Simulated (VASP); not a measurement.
Input of a VASP 6.6.1 run:

The input INCAR:

```
SYSTEM = Si8S15
PREC = Accurate
ENCUT = 400
EDIFF = 1E-6
ISMEAR = 0
SIGMA = 0.05
LREAL = .False.
LASPH = .True.
NELM = 120
ALGO = Normal
ISIF = 2
LWAVE = .False.
LCHARG = .False.
GGA = PE
IVDW = 12
NBANDS = 78
NELECT = 120.0
GGA_COMPAT = .False.
```

Contents of KPOINTS:

```
Automatic mesh
0
Gamma
  4 4 2
  0 0 0
```

File POSCAR:

```
Si8S15
1.0
    5.4113830413      0.0000000000      5.5267872967
    5.4113830413      0.0000000000     -5.5267872967
    0.0000000000      9.5632436157      0.0000000000
Si S
8 15
Direct
    0.3760832396      0.6268272841     -0.0009097332
    0.3229700118      0.1770298920      0.5000001247
    0.8731726814      0.1239167796      0.0009097332
    0.8916564627      0.6083421399      0.5000005429
    0.1268272205      0.8760833032     -0.0009097332
    0.1083421437      0.3916564665      0.5000005429
    0.6239166623      0.3731727987      0.0009097332
    0.6770303405      0.8229695556      0.5000001247
    0.3936795658      0.3941462021      0.8775755734
    0.8852449357      0.3852448721      0.3743749656
    0.8941461079      0.8936796524      0.8775756780
    0.1058536112      0.1063204285      0.1224244667
    0.1147533935      0.6147534571      0.6256264339
    0.6063204266      0.6058537902      0.1224244667
    0.5000047884      0.0000047248      0.4999959420
    0.3596868033      0.8596868669      0.8783460233
    0.3444379142      0.3862732496      0.3737402438
    0.8568740944      0.3568742117      0.8805583480
    0.8862732458      0.8444379104      0.3737401392
    0.1137270930      0.1555602571      0.6262603193
    0.1431258075      0.6431258711      0.1194416922
    0.6555602533      0.6137270892      0.6262604238
    0.6403130986      0.1403132159      0.1216539123
```

Potentials or basis: VASP PAW PBE potentials, release 64 (Si, S).

The run is started by

```sh
$ cat potpaw_PBE.64/Si/POTCAR potpaw_PBE.64/S/POTCAR > POTCAR
$ mpirun -np 1 vasp_std > vasp.out
```

(1) Estimate the dispersion energy per atom.

(2) What does it give for the largest force?

## Answers

(1) -0.234 eV.

(2) 0.073 eV/Å.

Caveat: the cell carries a net charge on a neutralising background, which shifts energy and pressure.
